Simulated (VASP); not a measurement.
Input of a VASP 6.6.1 run:

Contents of INCAR:

```
SYSTEM = PdPt3Se8
ALGO = Normal
EDIFF = 1E-6
ENCUT = 500
GGA = PE
GGA_COMPAT = .FALSE.
ISIF = 2
ISMEAR = 0
LASPH = .TRUE.
LCHARG = .TRUE.
LELF = .TRUE.
LREAL = .FALSE.
LVHAR = .TRUE.
LWAVE = .FALSE.
NBANDS = 56
NELM = 120
PREC = Accurate
SIGMA = 0.01
```

File KPOINTS:

```
k-points
0
G
  12 12 2
  0 0 0
```

The input POSCAR:

```
PdPt3Se8
1.0
    3.7515632057      0.0000000000      0.0000000000
   -1.8757816029      3.2489490401      0.0000000000
    0.0000000000      0.0000000000     25.0014484751
Pd Pt Se
1 3 8
Direct
    0.0000000000      0.0000000000      0.0000000000
    0.0000000000      0.0000000000      0.2446150282
    0.0000000000      0.0000000000      0.5000000000
    0.0000000000      0.0000000000      0.7553849718
    0.3333333333      0.6666666667      0.0520913059
    0.3333333333      0.6666666667      0.2969266583
    0.3333333333      0.6666666667      0.5522661643
    0.3333333333      0.6666666667      0.8076303621
    0.6666666667      0.3333333333      0.1923696379
    0.6666666667      0.3333333333      0.4477338357
    0.6666666667      0.3333333333      0.7030733417
    0.6666666667      0.3333333333      0.9479086941
```

Potentials or basis: VASP PAW PBE potentials, release 64 (Pd, Pt, Se).

The run is started by

```sh
$ cat potpaw_PBE.64/Pd/POTCAR potpaw_PBE.64/Pt/POTCAR potpaw_PBE.64/Se/POTCAR > POTCAR
$ mpirun -np 1 vasp_std > vasp.out
```

Question: Estimate the band gap on the k mesh.

Answer: 0.41 eV (least direct gap 0.68 eV).

Question: Estimate the pressure.

Answer: 0.0 GPa.

Forces on the atoms (eV/Å):
```
Pd   0.000  0.000  0.000
Pt   0.000  0.000  0.001
Pt   0.000  0.000  0.000
Pt   0.000  0.000 -0.001
Se   0.000  0.000  0.000
Se   0.000  0.000 -0.004
Se   0.000  0.000 -0.003
Se   0.000  0.000 -0.003
Se   0.000  0.000  0.003
Se   0.000  0.000  0.003
Se   0.000  0.000  0.004
Se   0.000  0.000  0.000
```

Caveat: spin-orbit coupling is left out, which moves the levels of the heavy elements; this functional lacks dispersion, which binds the layers, so the pressure and a relaxed spacing across them are unreliable. A k mesh can miss the band edges.
